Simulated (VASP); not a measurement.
SnTe:

```xyz
2
Lattice="3.9047 0.0000 0.0000 0.0000 3.9047 0.0000 0.0000 0.0000 3.9047" Properties=species:S:1:pos:R:3 pbc="T T T"
Te    1.9524    1.9524    1.9524
Sn    0.0000    0.0000    0.0000
```

- Program: VASP 6.6.1
- Task: relaxation of cell and atoms
- Functional: PBE
- Dispersion: D4
- Potentials or basis: VASP PAW PBE potentials, release 64 (Te, Sn_d)
- Cutoff: 600 eV
- k mesh: 7 × 7 × 7
- Occupations: fermi-dirac, width 0.05 eV
- Spin: no spin polarisation

At the start: pressure -1.6 GPa; volume 29.77 Å³/atom.

Where does the relaxation end?

Over 5 steps the energy falls by 25.6 meV/atom and the volume is 27.31 Å³/atom (-8.3 %); space group Pm-3m (No. 221, to 0.05 Å).

The path:
```csv
step,energy change (eV),largest force (eV/Å),pressure (GPa),volume (Å³)
1,0.0000,0.0000,-1.64,59.53
2,-0.0374,0.0000,-1.82,56.94
3,0.0435,0.0000,6.60,49.62
4,-0.0506,0.0000,-0.43,55.12
5,-0.0512,0.0000,0.04,54.62
```

Final structure:
```xyz
2
Lattice="3.7942 0.0000 0.0000 0.0000 3.7942 0.0000 0.0000 0.0000 3.7942" Properties=species:S:1:pos:R:3 pbc="T T T"
Te    1.8971    1.8971    1.8971
Sn    0.0000    0.0000    0.0000
```

Caveat: pairwise dispersion overbinds metals, which lowers pressure and volume.
